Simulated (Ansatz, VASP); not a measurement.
MgB5: VASP beside Ansatz

```
CELL_PARAMETERS angstrom
1.94123 1.12077 4.19009
-1.94123 1.12077 4.19009
0.00000 -2.24154 4.19009
ATOMIC_POSITIONS crystal
Mg 0.80370 0.80370 0.80370
B 0.08033 0.57468 0.08033
B 0.08033 0.08033 0.57468
B 0.57468 0.08033 0.08033
B 0.50912 0.50912 0.50912
B 0.37083 0.37083 0.37083
```

Alike in both runs: task relaxation of cell and atoms; functional PBE; k mesh 6 × 6 × 6; occupations gaussian, width 0.1 eV; no spin polarisation.

```csv
,VASP,Ansatz
version,VASP 6.6.1,Ansatz 0.2.0
potentials or method,"VASP PAW PBE potentials, release 64 (Mg, B), cutoff 600 eV","scalar-relativistic, plane waves, PAW"
valence electrons in the cell,17,25
```

|  | VASP | Ansatz | Ansatz less VASP |
| --- | --- | --- | --- |
| gap on the k mesh at the Fermi level, each at its own relaxed structure (eV) | none | none | - |
| relaxed volume (Å³/atom) | 8.16 | 8.18 | +0.019 |
| relaxed cell length with the largest relative difference (Å) | 4.624 | 4.627 | +0.0021 |

A gap of «none» marks a metal or a gap that the smearing closes. VASP's potentials hold 17 valence electrons a cell and Ansatz's 25, so a difference there can come from the potentials and not from the codes.
